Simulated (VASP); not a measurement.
Write the native input for VASP 6.6.1 that does the following.

| Quantity | Value |
| --- | --- |
| Task | single point |
| Functional | PBE |
| Potentials or basis | VASP PAW PBE potentials, release 64 (Li_sv, F) |
| Cutoff | 520 eV |
| k mesh | 1 × 1 × 18 |
| Occupations | gaussian, width 0.05 eV |
| Spin | collinear spin |
| Starting moments | [0.5, 0.5] μB |
| Dipole correction | no |
| Further INCAR settings | ALGO = Normal; EDIFF = 1e-07; NBANDS = 16 |

The structure of LiF lies in POSCAR:

```
LiF
1.0
    9.0000000000      0.0000000000      0.0000000000
    0.0000000000      9.3000000000      0.0000000000
    0.0000000000      0.0000000000      3.6603610788
Li F
1 1
Direct
    0.5000000000      0.5000000000      0.0000000000
    0.5000000000      0.5000000000      0.4650000000
```

The input as run:

INCAR

```
  ALGO = Normal
  EDIFF = 1E-7
  ENCUT = 520
  GGA = PE
  ISIF = 2
  ISMEAR = 0
  ISPIN = 2
  LASPH = True
  LCHARG = True
  LELF = True
  LORBIT = 11
  LREAL = False
  LVHAR = True
  LWAVE = False
  MAGMOM = 0.5 0.5
  NBANDS = 16
  NELM = 150
  PREC = Accurate
  SIGMA = 0.05
```

KPOINTS

```
k-points
0
Gamma
  1 1 18
```

Potentials or basis: VASP PAW PBE potentials, release 64 (Li_sv, F).

The run is started by

```sh
$ cat potpaw_PBE.64/Li_sv/POTCAR potpaw_PBE.64/F/POTCAR > POTCAR
$ mpirun -np 1 vasp_std > vasp.out
```

It gave:

```
Largest force                                         : 0.854 eV/Å
Band gap on the k mesh                                : 6.19 eV (least direct gap 6.35 eV)
Net moment                                            : 0.00 μB per cell
Valence electrons inside the program's atomic spheres : Li 2.06; F 6.09
```

Run time: 4.7 min on 1 thread of Oxide Virtual Turin-like Processor, on a shared host, peak memory 0.45 GiB.
